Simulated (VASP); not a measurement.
Runs of VASP 6.6.1 on F. The structure is that of space group Fd-3m (No. 227), or close to it. The cells are those of the table. 

```tsv
level	cell	k mesh	smearing	gap on the mesh (eV)	pressure (GPa)
r2SCAN	a = 3.390 Å, angles 60.0°, 2 atoms	12 × 12 × 12	fermi-dirac 0.1 eV	none	-0.6
PBE	a = 3.378 Å, angles 60.0°, 2 atoms	38 × 38 × 38	fermi-dirac 0.0612256 eV	none	2.3
r2SCAN	a = 3.460 Å, angles 60.0°, 2 atoms	12 × 12 × 12	fermi-dirac 0.1 eV	none	-3.0
PBE	a = 3.494 Å, angles 60.0°, 2 atoms	38 × 38 × 38	fermi-dirac 0.0612256 eV	none	-1.9
r2SCAN	a = 3.354 Å, angles 60.0°, 2 atoms	12 × 12 × 12	fermi-dirac 0.1 eV	none	(a)
r2SCAN	a = 3.494 Å, angles 60.0°, 2 atoms	12 × 12 × 12	fermi-dirac 0.1 eV	none	(b)
```

Alike in all rows: task single point; potentials or basis VASP PAW PBE potentials, release 64 (F); no spin polarisation; cutoff (eV) 520.

**Question.** Fill in the values left out.

**Answer.** (a) 1.0; (b) -3.8.

Caveats: the PAW data sets were made with another functional, which shifts forces and pressure a little (at least some runs); the cell stands under tension (at least some runs).

A gap of «none» marks levels without a gap at the run's occupations.
